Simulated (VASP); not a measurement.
# CdS (I4/mmm) in VASP: notebook

CdS is run at these levels: r2SCAN, HSE06; tasks: single point.

Program: VASP 6.6.1. These are calculated values, not measurements. Logs are shortened: lines on timing, memory, paths and dates and some standing lists are left out, and cuts for length are marked.

**1. The cell of the first run**

The structure is tetragonal, space group I4/mmm (No. 139). Conventional cell: a = 3.856 Å, b = 3.856 Å, c = 5.636 Å, α = 90.00°, β = 90.00°, γ = 90.00°. Cd (site symmetry 4/mmm) has 6 S at 2.73 to 2.82 Å within 3.6 Å. Within 3.6 Å of S (site symmetry 4/mmm) lie 6 Cd at 2.73 to 2.82 Å.

**2. Single point, r2SCAN (uniaxial x strain +3.4%)**

Contents of POSCAR:

```
CdS
1.0
    0.0000000000      2.7267765431      2.7267765431
    2.8181235573      0.0000000000      2.7267765431
    2.8181235573      2.7267765431      0.0000000000
Cd S
1 1
Direct
    0.0000000000      0.0000000000      0.0000000000
    0.5000000000      0.5000000000      0.5000000000
```

Contents of INCAR.step1:

```
SYSTEM = CdS
PREC = Accurate
ENCUT = 520
ISMEAR = -1
SIGMA = 0.02
LREAL = .FALSE.
LASPH = .TRUE.
NELM = 100
NBANDS = 16
GGA = PE
ALGO = Normal
EDIFF = 1E-4
LWAVE = .TRUE.
LCHARG = .FALSE.
```

Contents of INCAR.step2:

```
SYSTEM = CdS
PREC = Accurate
ENCUT = 520
EDIFF = 1E-7
ISMEAR = -1
SIGMA = 0.02
LREAL = .FALSE.
LASPH = .TRUE.
NELM = 100
ALGO = Normal
ISIF = 2
LWAVE = .FALSE.
LCHARG = .FALSE.
METAGGA = R2SCAN
LMIXTAU = .TRUE.
NBANDS = 16
ISTART = 1
```

Contents of KPOINTS:

```
regular mesh
0
G
  8 8 8
  0 0 0
```

Potentials or basis: VASP PAW PBE potentials, release 64 (Cd, S).

Command:

```sh
$ cat potpaw_PBE.64/Cd/POTCAR potpaw_PBE.64/S/POTCAR > POTCAR
$ cp INCAR.step1 INCAR
$ mpirun -np 1 vasp_std > vasp.out
$ cp INCAR.step2 INCAR
$ mpirun -np 1 vasp_std > vasp.out
```

OUTCAR:

```text
SYSTEM = CdS
   PREC = Accurate
   ENCUT = 520
   EDIFF = 1E-7
   ISMEAR = -1
   LREAL = .FALSE.
   LASPH = .TRUE.
   NELM = 100
   ISIF = 2
   METAGGA = R2SCAN
   ISTART = 1

 ion  position               nearest neighbor table
   1  0.000  0.000  0.000-   2 2.73   2 2.73   2 2.73   2 2.73   2 2.82   2 2.82
   2  0.500  0.500  0.500-   1 2.73   1 2.73   1 2.73   1 2.73   1 2.82   1 2.82

  LATTYP: Found a body centered tetragonal cell.
 ALAT       =     3.8562443688
 C/A-ratio  =     1.4615897167

  Lattice vectors:

 A1 = (   2.8181235573,   0.0000000000,   2.7267765431)
 A2 = (   2.8181235573,   0.0000000000,  -2.7267765431)
 A3 = (  -2.8181235573,   2.7267765431,   0.0000000000)

Analysis of symmetry for initial positions (statically):
=====================================================================
 Subroutine PRICEL returns:
 Original cell was already a primitive cell.

 Routine SETGRP: Setting up the symmetry group for a
 body centered tetragonal supercell.

 Subroutine GETGRP returns: Found 16 space group operations
 (whereof 16 operations were pure point group operations)
 out of a pool of 16 trial point group operations.

The static configuration has the point symmetry D_4h.

Analysis of symmetry for dynamics (positions and initial velocities):
=====================================================================
 Subroutine PRICEL returns:
 Original cell was already a primitive cell.

 Routine SETGRP: Setting up the symmetry group for a
 body centered tetragonal supercell.

 Subroutine GETGRP returns: Found 16 space group operations
 (whereof 16 operations were pure point group operations)
 out of a pool of 16 trial point group operations.

The dynamic configuration has the point symmetry D_4h.

 Subroutine INISYM returns: Found 16 space group operations
 (whereof 16 operations are pure point group operations),
 and found     1 'primitive' translations

----------------------------------------------------------------------------------------

                                     Primitive cell

  volume of cell :      41.9072

  direct lattice vectors                    reciprocal lattice vectors
     0.000000000  2.726776543  2.726776543    -0.177423023  0.183366694  0.183366694
     2.818123557  0.000000000  2.726776543     0.177423023 -0.183366694  0.183366694
     2.818123557  2.726776543  0.000000000     0.177423023  0.183366694 -0.183366694

  length of vectors
     3.856244369  3.921368473  3.921368473     0.314206330  0.314206330  0.314206330

  position of ions in fractional coordinates (direct lattice)
     0.000000000  0.000000000  0.000000000
     0.500000000  0.500000000  0.500000000

  ion indices of the primitive-cell ions
   primitive index   ion index
                 1           1
                 2           2

----------------------------------------------------------------------------------------

 KPOINTS: regular mesh

Automatic generation of k-mesh.
 Grid dimensions read from file:
 generate k-points for:    8    8    8

 Generating k-lattice:

  Cartesian coordinates                     Fractional coordinates (reciprocal lattice)
    -0.022177878  0.022920837  0.022920837     0.125000000 -0.000000000 -0.000000000
     0.022177878 -0.022920837  0.022920837     0.000000000  0.125000000  0.000000000
     0.022177878  0.022920837 -0.022920837     0.000000000  0.000000000  0.125000000

  Length of vectors
     0.039275791  0.039275791  0.039275791

  Shift w.r.t. Gamma in fractional coordinates (k-lattice)
     0.000000000  0.000000000  0.000000000

 Subroutine IBZKPT returns following result:
 ===========================================

 Found     59 irreducible k-points:

 Following reciprocal coordinates:
            Coordinates               Weight
  0.000000  0.000000  0.000000      1.000000
  0.125000  0.000000  0.000000      8.000000
  0.250000  0.000000  0.000000      8.000000
  0.375000  0.000000  0.000000      8.000000
  0.500000  0.000000  0.000000      4.000000
  0.125000  0.125000  0.000000      4.000000
[... 16 lines left out ...]
  0.250000  0.125000  0.125000      4.000000
  0.375000  0.125000  0.125000      8.000000
 [... further k-points ...]
   k-points           NKPTS =     59   k-points in BZ     NKDIM =     59   number of bands    NBANDS=     16
   number of dos      NEDOS =    301   number of ions     NIONS =      2
   total plane-waves  NPLWV =  27000
   dimension x,y,z NGX =    30 NGY =   30 NGZ =   30
   dimension x,y,z NGXF=    60 NGYF=   60 NGZF=   60
   ions per type =               1   1
   NGX,Y,Z   is equivalent  to a cutoff of  12.93, 12.72, 12.72 a.u.
   NGXF,Y,Z  is equivalent  to a cutoff of  25.87, 25.44, 25.44 a.u.
 SYSTEM =  CdS
   PREC   = accura    normal or accurate (medium, high low for compatibility)
   ISTART =      1    job   : 0-new  1-cont  2-samecut
   ICHARG =      0    charge: 1-file 2-atom 10-const
   ISPIN  =      1    spin polarized calculation?
   LNONCOLLINEAR =      F non collinear calculations
   LSORBIT =      F    spin-orbit coupling
   LASPH  =      T    aspherical Exc in radial PAW
   ENCUT  =  520.0 eV  38.22 Ry    6.18 a.u.   7.17  7.29  7.29*2*pi/ulx,y,z
   NELM   =    100;   NELMIN=  2; NELMDL=  0     # of ELM steps
   EDIFF  = 0.1E-06   stopping-criterion for ELM
   LREAL  =      F    real-space projection
   EDIFFG = 0.1E-05   stopping-criterion for IOM
   NSW    =      0    number of steps for IOM
   IBRION =     -1    ionic relax: 0-MD 1-quasi-New 2-CG
   NFREE  =      0    steps in history (QN), initial steepest desc. (CG)
   ISIF   =      2    stress and relaxation
   ISYM   =      2    0-nonsym 1-usesym 2-fastsym
   POTIM  = 0.5000    time-step for ionic-motion
   TEBEG  =    0.0;   TEEND  =   0.0 temperature during run
   PSTRESS=    0.0 pullay stress
   NELECT =      18.0000    total number of electrons
   NUPDOWN=      -1.0000    fix difference up-down
   EMIN   =  10.00;   EMAX   =-10.00  energy-range for DOS
   EFERMI =   0.00;   METHOD = LEGACY
   ISMEAR =    -1;   SIGMA  =   0.02  broadening in eV -4-tet -1-fermi 0-gaus
   EFERMI_NEDOS =   21; number of points for ismear=-14 and -15
   IALGO  =     38    algorithm
   IMIX   =      4    mixing-type and parameters
     AMIX     =   0.40;   BMIX     =  1.00
     AMIX_MAG =   1.60;   BMIX_MAG =  1.00
  volume/ion in A,a.u.               =      20.95       141.40
  Fermi-wavevector in a.u.,A,eV,Ry     =   1.235196  2.334182 20.758541  1.525710
  Thomas-Fermi vector in A             =   2.369856
   LORBIT       =      0    0 simple, 1 ext, 2 COOP (PROOUT), +10 PAW based schemes
   METAGGA = R2SCAN    functional components
   LHFCALC =     F    Hartree Fock is set to
   AEXX    =    0.0000 exact exchange contribution
   IVDW    =     0    specifies the selected vdW correction
   LEPSILON=     F    determine dielectric tensor
   LRPA    =     F    only Hartree local field effects (RPA)
 non-spin polarized calculation
  energy-cutoff  :      520.00
  volume of cell :       41.91
 maximum number of plane-waves:      1152
 NGX is ok and might be reduce to    30
   NGX = 15   NGY = 15   NGZ = 15

 number of electron      18.0000003 magnetization

 Free energy of the ion-electron system (eV)
  ---------------------------------------------------
  ext. energy  EPLUGINS =         0.00000000
  ---------------------------------------------------
  free energy    TOTEN  =       -29.51113357 eV

  energy without entropy =      -29.51113357  energy(sigma->0) =      -29.51113357

 E-fermi :   2.8256     XC(G=0): -10.8280

 val. band max:        2.5126828038   @ k =   0.5000   0.0000   0.0000
 cond. band min:       3.1142119618   @ k =   0.5000   0.5000   0.0000
 fundamental gap:      0.6015291580
 Fermi energy:         2.8255619283

 k-point     1 :       0.0000    0.0000    0.0000
  band No.  band energies     occupation
      1     -10.6872      2.00000
      2      -5.3969      2.00000
      3      -5.3733      2.00000
      4      -5.3688      2.00000
      5      -5.3609      2.00000
      6      -5.3609      2.00000
[... 8 lines left out ...]
     15      14.4052      0.00000
     16      14.8497      0.00000

 k-point     2 :       0.1250    0.0000    0.0000
  band No.  band energies     occupation
      1     -10.5569      2.00000
      2      -5.4218      2.00000
      3      -5.4170      2.00000
      4      -5.3891      2.00000
      5      -5.3477      2.00000
      6      -5.3375      2.00000
[... 8 lines left out ...]
     15      13.4092      0.00000
     16      14.2733      0.00000

 k-point     3 :       0.2500    0.0000    0.0000
  band No.  band energies     occupation
      1     -10.2096      2.00000
      2      -5.5373      2.00000
      3      -5.5174      2.00000
      4      -5.4347      2.00000
      5      -5.2806      2.00000
      6      -5.2779      2.00000
[... 8 lines left out ...]
     15      13.8230      0.00000
     16      14.0417      0.00000

 k-point     4 :       0.3750    0.0000    0.0000
  band No.  band energies     occupation
      1      -9.7978      2.00000
      2      -5.6476      2.00000
      3      -5.6193      2.00000
      4      -5.5241      2.00000
      5      -5.2173      2.00000
      6      -5.2082      2.00000
[... 8 lines left out ...]
     15      15.0555      0.00000
     16      15.2277      0.00000

 k-point     5 :       0.5000    0.0000    0.0000
  band No.  band energies     occupation
      1      -9.5993      2.00000
      2      -5.6918      2.00000
      3      -5.6653      2.00000
      4      -5.5817      2.00000
      5      -5.1920      2.00000
      6      -5.1776      2.00000
[... 8 lines left out ...]
     15      15.9312      0.00000
     16      16.1766      0.00000

 k-point     6 :       0.1250    0.1250    0.0000
  band No.  band energies     occupation
      1     -10.5115      2.00000
      2      -5.4817      2.00000
      3      -5.3821      2.00000
      4      -5.3673      2.00000
      5      -5.3541      2.00000
      6      -5.3388      2.00000
[... 8 lines left out ...]
     15      15.1715      0.00000
     16      15.3847      0.00000

 k-point     7 :       0.2500    0.1250    0.0000
  band No.  band energies     occupation
      1     -10.2501      2.00000
      2      -5.5677      2.00000
      3      -5.4176      2.00000
      4      -5.4106      2.00000
      5      -5.3102      2.00000
      6      -5.2726      2.00000
[... 8 lines left out ...]
     15      14.9145      0.00000
     16      15.5733      0.00000

 k-point     8 :       0.3750    0.1250   -0.0000
  band No.  band energies     occupation
      1      -9.8857      2.00000
      2      -5.6114      2.00000
      3      -5.5223      2.00000
      4      -5.4601      2.00000
      5      -5.2456      2.00000
      6      -5.2019      2.00000
[... 8 lines left out ...]
     15      15.7172      0.00000
     16      15.9120      0.00000

 k-point     9 :       0.5000    0.1250    0.0000
  band No.  band energies     occupation
      1      -9.6354      2.00000
      2      -5.6142      2.00000
      3      -5.5725      2.00000
      4      -5.5285      2.00000
      5      -5.1921      2.00000
      6      -5.1730      2.00000
[... 8 lines left out ...]
     15      16.2454      0.00000
     16      16.9091      0.00000
[... 172 lines left out ...]
 k-point    19 :       0.5000    0.3750    0.0000
  band No.  band energies     occupation
      1      -9.7851      2.00000
      2      -5.4864      2.00000
      3      -5.3241      2.00000
      4      -5.1797      2.00000
      5      -5.1390      2.00000
      6      -4.6725      2.00000
[... 8 lines left out ...]
     15      17.2176      0.00000
     16      18.1780      0.00000

 k-point    20 :      -0.3750    0.3750    0.0000
  band No.  band energies     occupation
      1      -9.7008      2.00000
      2      -5.4634      2.00000
      3      -5.4339      2.00000
      4      -5.2466      2.00000
      5      -5.1571      2.00000
      6      -4.7085      2.00000
[... 8 lines left out ...]
     15      15.8959      0.00000
     16      18.8700      0.00000

 k-point    21 :       0.5000    0.5000    0.0000
  band No.  band energies     occupation
      1      -9.8122      2.00000
      2      -5.5066      2.00000
      3      -5.2649      2.00000
      4      -5.1368      2.00000
      5      -5.1128      2.00000
      6      -4.4211      2.00000
[... 8 lines left out ...]
     15      17.3287      0.00000
     16      17.4676      0.00000

 k-point    22 :       0.0000    0.1250    0.1250
  band No.  band energies     occupation
      1     -10.5380      2.00000
      2      -5.4360      2.00000
      3      -5.4156      2.00000
      4      -5.3606      2.00000
      5      -5.3347      2.00000
      6      -5.3347      2.00000
[... 8 lines left out ...]
     15      15.6656      0.00000
     16      15.8674      0.00000

 k-point    23 :       0.2500    0.1250    0.1250
  band No.  band energies     occupation
      1     -10.3433      2.00000
      2      -5.5213      2.00000
      3      -5.4725      2.00000
      4      -5.3948      2.00000
      5      -5.3209      2.00000
      6      -5.2918      2.00000
[... 8 lines left out ...]
     15      14.4971      0.00000
     16      14.9783      0.00000

 k-point    24 :       0.3750    0.1250    0.1250
  band No.  band energies     occupation
      1      -9.9812      2.00000
      2      -5.6232      2.00000
      3      -5.5700      2.00000
      4      -5.4276      2.00000
      5      -5.2690      2.00000
      6      -5.2112      2.00000
[... 8 lines left out ...]
     15      14.9216      0.00000
     16      15.9112      0.00000

 [... further k-points ...]

------------------------ aborting loop because EDIFF is reached ----------------------------------------

  FORCE on cell =-STRESS in cart. coord.  units (eV):
  Direction    XX          YY          ZZ          XY          YZ          ZX
  --------------------------------------------------------------------------------------
  -------------------------------------------------------------------------------------
  Total       -0.8859364     -0.3234333     -0.3234333      0.0000000      0.0000000      0.0000000
  in kB      -33.8706887    -12.3653449    -12.3653449      0.0000000      0.0000000      0.0000000
  external PRESSURE =     -19.5337928 kB  Pullay stress =       0.0000000 kB

 VOLUME and BASIS-vectors are now :
 -----------------------------------------------------------------------------
  energy-cutoff  :      520.00
  volume of cell :       41.91
      direct lattice vectors                 reciprocal lattice vectors
     0.000000000  2.726776543  2.726776543    -0.177423023  0.183366694  0.183366694
     2.818123557  0.000000000  2.726776543     0.177423023 -0.183366694  0.183366694
     2.818123557  2.726776543  0.000000000     0.177423023  0.183366694 -0.183366694

 POSITION                                       TOTAL-FORCE (eV/Angst)
 -----------------------------------------------------------------------------------
      0.00000      0.00000      0.00000         0.000000     -0.000000     -0.000000
      2.81812      2.72678      2.72678         0.000000      0.000000      0.000000
 -----------------------------------------------------------------------------------
    total drift:                               -0.000000      0.000000      0.000000

  FREE ENERGIE OF THE ION-ELECTRON SYSTEM (eV)
  ---------------------------------------------------
  free  energy   TOTEN  =       -29.5111335715 eV

  energy  without entropy=      -29.5111335687  energy(sigma->0) =      -29.51113357
```

It took 3.7 min on 1 thread of Intel Xeon 8259CL, shared host; peak memory 0.19 GiB.

Results:

| Item | Value |
| --- | --- |
| Free energy | -29.5111 eV |
| Pressure | -2.0 GPa |
| Band gap on the k mesh | 0.60 eV (least direct gap 2.02 eV) |

Levels at points of the mesh, in eV from the valence-band top:
```
           k point  band 5  band 6  band 7  band 8  band 9  band 10  band 11  band 12  band 13  band 14
(0.00, 0.00, 0.00)   -7.87   -7.87   -0.84   -0.84   -0.67     1.35     9.53     9.70     9.70    11.48
(0.50, 0.00, 0.00)   -7.70   -7.69   -4.84   -0.17    0.00     3.98     6.26     6.55     7.24    12.82
(0.50, 0.50, 0.00)   -7.63   -6.93   -4.22   -2.33   -2.03     0.60     6.32    10.56    11.46    12.27
(0.00, 0.50, 0.50)   -7.64   -7.02   -4.20   -2.09   -2.09     0.76     6.50    10.24    12.08    12.08
```

Caveat: the cell differs from its parent crystal (uniaxial x strain +3.4%); the PAW data sets were made with another functional, which shifts forces and pressure a little. A k mesh can miss the band edges.

(Part 1 of 2 ends here.)
